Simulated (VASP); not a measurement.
# CoO (R-3m) in VASP: further runs

CoO is run at these levels: PBE; tasks: single point.

Everything below comes from runs of VASP 6.6.1. Logs are shortened: lines on timing, memory, paths and dates and some standing lists are left out, and cuts for length are marked.

## 1. The cell of the first run

It takes space group R-3m (No. 166, trigonal). The conventional cell has a = 2.999 Å, b = 2.999 Å, c = 7.458 Å, α = 90.00°, β = 90.00°, γ = 120.00°. Co (site symmetry -3m) has 6 O at 2.13 Å within 2.8 Å. O (site symmetry -3m) has 6 Co at 2.13 Å within 2.8 Å.

## 2. Single point, PBE, collinear spin, ferromagnetic start (equal xy, yz and zx shear strains of +1 %)

Input file INCAR:

```
SYSTEM = CoO
PREC     = Accurate       ! precision mode
ENCUT    = 520            ! plane-wave cutoff, eV
EDIFF    = 1E-6           ! SCF threshold, eV
ISMEAR   = -1             ! smearing method
SIGMA    = 0.05           ! smearing width, eV
LREAL    = .FALSE.        ! projectors in reciprocal space
LASPH    = .TRUE.         ! aspherical terms in the spheres
NELM     = 150            ! most SCF steps
ALGO     = Normal         ! electronic algorithm
ISIF     = 2              ! what is computed and relaxed
LWAVE    = .FALSE.        ! write WAVECAR
LCHARG   = .FALSE.        ! write CHGCAR
ISPIN    = 2              ! spin polarisation
MAGMOM   = 2 0            ! initial moments
LORBIT   = 11             ! projections on sites
LMAXMIX  = 4              ! l up to which the mixer works
GGA      = PE             ! functional
NBANDS   = 18             ! bands
```

Input file KPOINTS:

```
regular mesh
0
G
  16 16 16
  0 0 0
```

Input file POSCAR:

```
CoO
1.0
    0.0213150000      2.1421575000      2.1421575000
    2.1421575000      0.0213150000      2.1421575000
    2.1421575000      2.1421575000      0.0213150000
Co O
1 1
Direct
    0.0000000000      0.0000000000      0.0000000000
    0.5000000000      0.5000000000      0.5000000000
```

Potentials or basis: VASP PAW PBE potentials, release 64 (Co, O).

Command:

```
> cat potpaw_PBE.64/Co/POTCAR potpaw_PBE.64/O/POTCAR > POTCAR
> mpirun -np 1 vasp_std > vasp.out
```

OUTCAR:

```text
SYSTEM = CoO
   PREC = Accurate
   ENCUT = 520
   EDIFF = 1E-6
   ISMEAR = -1
   LREAL = .FALSE.
   LASPH = .TRUE.
   NELM = 150
   ISIF = 2
   ISPIN = 2
   LORBIT = 11
   GGA = PE

 ion  position               nearest neighbor table
   1  0.000  0.000  0.000-   2 2.13   2 2.13   2 2.13   2 2.13   2 2.13   2 2.13
   2  0.500  0.500  0.500-   1 2.13   1 2.13   1 2.13   1 2.13   1 2.13   1 2.13

  LATTYP: Found a trigonal (rhomboedric) cell.
 ALAT       =     3.0295431733
 COS(alpha) =     0.5099250056

  Lattice vectors:

 A1 = (   0.0213150000,   2.1421575000,   2.1421575000)
 A2 = (   2.1421575000,   0.0213150000,   2.1421575000)
 A3 = (   2.1421575000,   2.1421575000,   0.0213150000)

Analysis of symmetry for initial positions (statically):
=====================================================================
 Subroutine PRICEL returns:
 Original cell was already a primitive cell.

 Routine SETGRP: Setting up the symmetry group for a
 trigonal (rhombohedral) supercell.

 Subroutine GETGRP returns: Found 12 space group operations
 (whereof 12 operations were pure point group operations)
 out of a pool of 12 trial point group operations.

The static configuration has the point symmetry D_3d.

Analysis of symmetry for dynamics (positions and initial velocities):
=====================================================================
 Subroutine PRICEL returns:
 Original cell was already a primitive cell.

 Routine SETGRP: Setting up the symmetry group for a
 trigonal (rhombohedral) supercell.

 Subroutine GETGRP returns: Found 12 space group operations
 (whereof 12 operations were pure point group operations)
 out of a pool of 12 trial point group operations.

The dynamic configuration has the point symmetry D_3d.

Analysis of structural, dynamic, and magnetic symmetry:
=====================================================================
 Subroutine PRICEL returns:
 Original cell was already a primitive cell.

 Routine SETGRP: Setting up the symmetry group for a
 trigonal (rhombohedral) supercell.

 Subroutine GETGRP returns: Found 12 space group operations
 (whereof 12 operations were pure point group operations)
 out of a pool of 12 trial point group operations.

The overall configuration has the point symmetry D_3d.

 Subroutine INISYM returns: Found 12 space group operations
 (whereof 12 operations are pure point group operations),
 and found     1 'primitive' translations

----------------------------------------------------------------------------------------

                                     Primitive cell

  volume of cell :      19.3666

  direct lattice vectors                    reciprocal lattice vectors
     0.021315000  2.142157500  2.142157500    -0.236922472  0.234588260  0.234588260
     2.142157500  0.021315000  2.142157500     0.234588260 -0.236922472  0.234588260
     2.142157500  2.142157500  0.021315000     0.234588260  0.234588260 -0.236922472

  length of vectors
     3.029543173  3.029543173  3.029543173     0.407670898  0.407670898  0.407670898

  position of ions in fractional coordinates (direct lattice)
     0.000000000  0.000000000  0.000000000
     0.500000000  0.500000000  0.500000000

  ion indices of the primitive-cell ions
   primitive index   ion index
                 1           1
                 2           2

----------------------------------------------------------------------------------------

 KPOINTS: regular mesh

Automatic generation of k-mesh.
 Grid dimensions read from file:
 generate k-points for:   16   16   16

 Generating k-lattice:

  Cartesian coordinates                     Fractional coordinates (reciprocal lattice)
    -0.014807654  0.014661766  0.014661766     0.062500000 -0.000000000 -0.000000000
     0.014661766 -0.014807654  0.014661766    -0.000000000  0.062500000 -0.000000000
     0.014661766  0.014661766 -0.014807654    -0.000000000 -0.000000000  0.062500000

  Length of vectors
     0.025479431  0.025479431  0.025479431

  Shift w.r.t. Gamma in fractional coordinates (k-lattice)
     0.000000000  0.000000000  0.000000000

 Subroutine IBZKPT returns following result:
 ===========================================

 Found    417 irreducible k-points:

 Following reciprocal coordinates:
            Coordinates               Weight
  0.000000  0.000000  0.000000      1.000000
  0.062500 -0.000000 -0.000000      6.000000
  0.125000 -0.000000 -0.000000      6.000000
  0.187500  0.000000 -0.000000      6.000000
  0.250000 -0.000000 -0.000000      6.000000
  0.312500  0.000000 -0.000000      6.000000
[... 16 lines left out ...]
 -0.125000  0.062500 -0.000000     12.000000
 -0.062500  0.062500  0.000000      6.000000
 [... further k-points ...]
   k-points           NKPTS =    417   k-points in BZ     NKDIM =    417   number of bands    NBANDS=     18
   number of dos      NEDOS =    301   number of ions     NIONS =      2
   total plane-waves  NPLWV =  13824
   dimension x,y,z NGX =    24 NGY =   24 NGZ =   24
   dimension x,y,z NGXF=    48 NGYF=   48 NGZF=   48
   ions per type =               1   1
   NGX,Y,Z   is equivalent  to a cutoff of  13.17, 13.17, 13.17 a.u.
   NGXF,Y,Z  is equivalent  to a cutoff of  26.34, 26.34, 26.34 a.u.
 SYSTEM =  CoO
   PREC   = accura    normal or accurate (medium, high low for compatibility)
   ISTART =      0    job   : 0-new  1-cont  2-samecut
   ICHARG =      2    charge: 1-file 2-atom 10-const
   ISPIN  =      2    spin polarized calculation?
   LNONCOLLINEAR =      F non collinear calculations
   LSORBIT =      F    spin-orbit coupling
   LASPH  =      T    aspherical Exc in radial PAW
   ENCUT  =  520.0 eV  38.22 Ry    6.18 a.u.   5.63  5.63  5.63*2*pi/ulx,y,z
   NELM   =    150;   NELMIN=  2; NELMDL= -5     # of ELM steps
   EDIFF  = 0.1E-05   stopping-criterion for ELM
   LREAL  =      F    real-space projection
   EDIFFG = 0.1E-04   stopping-criterion for IOM
   NSW    =      0    number of steps for IOM
   IBRION =     -1    ionic relax: 0-MD 1-quasi-New 2-CG
   NFREE  =      0    steps in history (QN), initial steepest desc. (CG)
   ISIF   =      2    stress and relaxation
   ISYM   =      2    0-nonsym 1-usesym 2-fastsym
   POTIM  = 0.5000    time-step for ionic-motion
   TEBEG  =    0.0;   TEEND  =   0.0 temperature during run
   PSTRESS=    0.0 pullay stress
   NELECT =      15.0000    total number of electrons
   NUPDOWN=      -1.0000    fix difference up-down
   EMIN   =  10.00;   EMAX   =-10.00  energy-range for DOS
   EFERMI =   0.00;   METHOD = LEGACY
   ISMEAR =    -1;   SIGMA  =   0.05  broadening in eV -4-tet -1-fermi 0-gaus
   EFERMI_NEDOS =   21; number of points for ismear=-14 and -15
   IALGO  =     38    algorithm
   IMIX   =      4    mixing-type and parameters
     AMIX     =   0.40;   BMIX     =  1.00
     AMIX_MAG =   1.60;   BMIX_MAG =  1.00
  volume/ion in A,a.u.               =       9.68        65.35
  Fermi-wavevector in a.u.,A,eV,Ry     =   1.503445  2.841098 30.753866  2.260345
  Thomas-Fermi vector in A             =   2.614554
   LORBIT       =     11    0 simple, 1 ext, 2 COOP (PROOUT), +10 PAW based schemes
   GGA     = PE    functional components
   LHFCALC =     F    Hartree Fock is set to
   AEXX    =    0.0000 exact exchange contribution
   IVDW    =     0    specifies the selected vdW correction
   LEPSILON=     F    determine dielectric tensor
   LRPA    =     F    only Hartree local field effects (RPA)
 spin polarized calculation
  energy-cutoff  :      520.00
  volume of cell :       19.37
 maximum number of plane-waves:       540
   NGX = 11   NGY = 11   NGZ = 11

 number of electron      15.0000006 magnetization       2.9070988

 Free energy of the ion-electron system (eV)
  ---------------------------------------------------
  ext. energy  EPLUGINS =         0.00000000
  ---------------------------------------------------
  free energy    TOTEN  =       -13.06233012 eV

  energy without entropy =      -13.02759289  energy(sigma->0) =      -13.04496150

 E-fermi :   7.8681     XC(G=0): -12.3959

 val. band max:        7.8680649803   @ k =  -0.3125   0.1250   0.0000
 cond. band min:       7.8684339883   @ k =  -0.3125   0.5000   0.1250
 fundamental gap:      0.0003690080
 Fermi energy:         7.8681005451

 spin component 1

 k-point     1 :       0.0000    0.0000    0.0000
  band No.  band energies     occupation
      1     -12.2911      1.00000
      2       4.6105      1.00000
      3       4.6105      1.00000
      4       4.7078      1.00000
      5       4.7333      1.00000
      6       4.8064      1.00000
[... 10 lines left out ...]
     17      29.3967      0.00000
     18      32.7863      0.00000

 k-point     2 :       0.0625   -0.0000   -0.0000
  band No.  band energies     occupation
      1     -12.2503      1.00000
      2       4.0857      1.00000
      3       4.1469      1.00000
      4       4.2661      1.00000
      5       4.7585      1.00000
      6       4.8347      1.00000
[... 10 lines left out ...]
     17      29.9466      0.00000
     18      33.4561      0.00000

 k-point     3 :       0.1250   -0.0000   -0.0000
  band No.  band energies     occupation
      1     -12.1320      1.00000
      2       3.4678      1.00000
      3       3.5477      1.00000
      4       3.6160      1.00000
      5       4.8352      1.00000
      6       4.9124      1.00000
[... 412 lines left out ...]
 k-point    23 :      -0.1250    0.0625   -0.0000
  band No.  band energies     occupation
      1     -12.0440      1.00000
      2       2.9160      1.00000
      3       3.1716      1.00000
      4       3.7360      1.00000
      5       4.8659      1.00000
      6       4.9160      1.00000
[... 10 lines left out ...]
     17      32.6315      0.00000
     18      34.8004      0.00000

 k-point    24 :      -0.0625    0.0625    0.0000
  band No.  band energies     occupation
      1     -12.1836      1.00000
      2       3.6287      1.00000
      3       3.6330      1.00000
      4       4.2142      1.00000
      5       4.7658      1.00000
      6       4.8252      1.00000
[... 10 lines left out ...]
     17      31.0094      0.00000
     18      33.6914      0.00000

 [... further k-points ...]

 spin component 2

 k-point     1 :       0.0000    0.0000    0.0000
  band No.  band energies     occupation
      1     -11.7898      1.00000
      2       5.2604      1.00000
      3       5.3680      1.00000
      4       5.3680      1.00000
      5       6.7562      1.00000
      6       6.7891      1.00000
[... 10 lines left out ...]
     17      30.3556      0.00000
     18      33.6008      0.00000

 k-point     2 :       0.0625   -0.0000   -0.0000
  band No.  band energies     occupation
      1     -11.7479      1.00000
      2       4.9755      1.00000
      3       5.1270      1.00000
      4       5.2147      1.00000
      5       6.8130      1.00000
      6       6.8446      1.00000
[... 10 lines left out ...]
     17      30.8159      0.00000
     18      34.2970      0.00000

 k-point     3 :       0.1250   -0.0000   -0.0000
  band No.  band energies     occupation
      1     -11.6264      1.00000
      2       4.1689      1.00000
      3       4.7725      1.00000
      4       4.8619      1.00000
      5       6.9384      1.00000
      6       6.9696      1.00000
[... 412 lines left out ...]
 k-point    23 :      -0.1250    0.0625   -0.0000
  band No.  band energies     occupation
      1     -11.5359      1.00000
      2       3.7057      1.00000
      3       4.5284      1.00000
      4       4.7201      1.00000
      5       6.9149      1.00000
      6       7.1121      1.00000
[... 10 lines left out ...]
     17      33.2827      0.00000
     18      35.6483      0.00000

 k-point    24 :      -0.0625    0.0625    0.0000
  band No.  band energies     occupation
      1     -11.6794      1.00000
      2       4.4845      1.00000
      3       4.8890      1.00000
      4       5.0573      1.00000
      5       6.8209      1.00000
      6       6.9702      1.00000
[... 10 lines left out ...]
     17      31.8106      0.00000
     18      34.5273      0.00000

 [... further k-points ...]

------------------------ aborting loop because EDIFF is reached ----------------------------------------

  FORCE on cell =-STRESS in cart. coord.  units (eV):
  Direction    XX          YY          ZZ          XY          YZ          ZX
  --------------------------------------------------------------------------------------
  -------------------------------------------------------------------------------------
  Total       -0.2809755     -0.2809755     -0.2809755      0.0318615      0.0318615      0.0318615
  in kB      -23.2447827    -23.2447827    -23.2447827      2.6358625      2.6358625      2.6358625
  external PRESSURE =     -23.2447827 kB  Pullay stress =       0.0000000 kB

 VOLUME and BASIS-vectors are now :
 -----------------------------------------------------------------------------
  energy-cutoff  :      520.00
  volume of cell :       19.37
      direct lattice vectors                 reciprocal lattice vectors
     0.021315000  2.142157500  2.142157500    -0.236922472  0.234588260  0.234588260
     2.142157500  0.021315000  2.142157500     0.234588260 -0.236922472  0.234588260
     2.142157500  2.142157500  0.021315000     0.234588260  0.234588260 -0.236922472

 POSITION                                       TOTAL-FORCE (eV/Angst)
 -----------------------------------------------------------------------------------
      0.00000      0.00000      0.00000         0.000000     -0.000000      0.000000
      2.15282      2.15282      2.15282        -0.000000      0.000000     -0.000000
 -----------------------------------------------------------------------------------
    total drift:                                0.000000     -0.000000     -0.000000

  FREE ENERGIE OF THE ION-ELECTRON SYSTEM (eV)
  ---------------------------------------------------
  free  energy   TOTEN  =       -13.0623301154 eV

  energy  without entropy=      -13.0275928915  energy(sigma->0) =      -13.04496150

 total charge

# of ion       s       p       d       tot
------------------------------------------
    1        0.293   0.355   7.141   7.789
    2        1.556   3.422   0.000   4.978
--------------------------------------------------
tot          1.849   3.777   7.141  12.767

 magnetization (x)

# of ion       s       p       d       tot
------------------------------------------
    1        0.020   0.018   2.520   2.558
    2        0.028   0.269   0.000   0.298
--------------------------------------------------
tot          0.049   0.287   2.520   2.856
```

Wall time 7.4 min (1 thread of Intel Xeon 8259CL, shared host); peak memory 0.33 GiB.

What came out:

* Free energy: -13.0623 eV
* Pressure: -2.3 GPa
* Net moment: 2.91 μB per cell
* Site moments: Co +2.56; O +0.30 μB
* Valence electrons inside the program's atomic spheres: Co 7.79; O 4.98

Levels at points of the mesh, in eV from the Fermi level:
Spin up:
```tsv
k point	band 5	band 6	band 7	band 8	band 9	band 10	band 11	band 12	band 13	band 14
(0.00, 0.00, 0.00)	-3.13	-3.06	-3.06	-3.02	-3.02	1.00	16.86	17.85	18.27	18.27
(0.50, 0.00, 0.00)	-2.39	-2.30	-1.77	0.10	0.12	5.05	9.39	13.27	13.47	20.40
(0.50, 0.50, 0.00)	-3.90	-2.91	-2.42	-2.09	-2.04	5.86	9.82	11.69	15.63	15.85
(0.50, 0.50, 0.50)	-2.34	-2.34	-1.87	0.09	0.09	5.17	9.16	13.65	13.65	20.62
```
Spin down:
```
           k point  band 2  band 3  band 4  band 5  band 6  band 7  band 8  band 9  band 10  band 11
(0.00, 0.00, 0.00)   -2.61   -2.50   -2.50   -1.11   -1.08   -1.08    0.07    0.07     1.54    16.76
(0.50, 0.00, 0.00)   -7.52   -4.66   -4.57   -0.14   -0.09    0.20    2.69    2.72     5.33    10.17
(0.50, 0.50, 0.00)   -6.35   -3.84   -3.73   -2.20    0.11    0.14    0.54    0.99     6.71    10.28
(0.50, 0.50, 0.50)   -7.57   -4.52   -4.52   -0.16   -0.16    0.17    2.68    2.68     5.45     9.94
```

Caveat: the cell differs from its parent crystal (equal xy, yz and zx shear strains of +1 %); a cell with one magnetic atom can't hold antiferromagnetic order, which such compounds often take; semilocal functionals often make such compounds metallic where correlation or magnetic order opens a gap, which also shifts bond lengths.

(Part 1 of 2 ends here.)
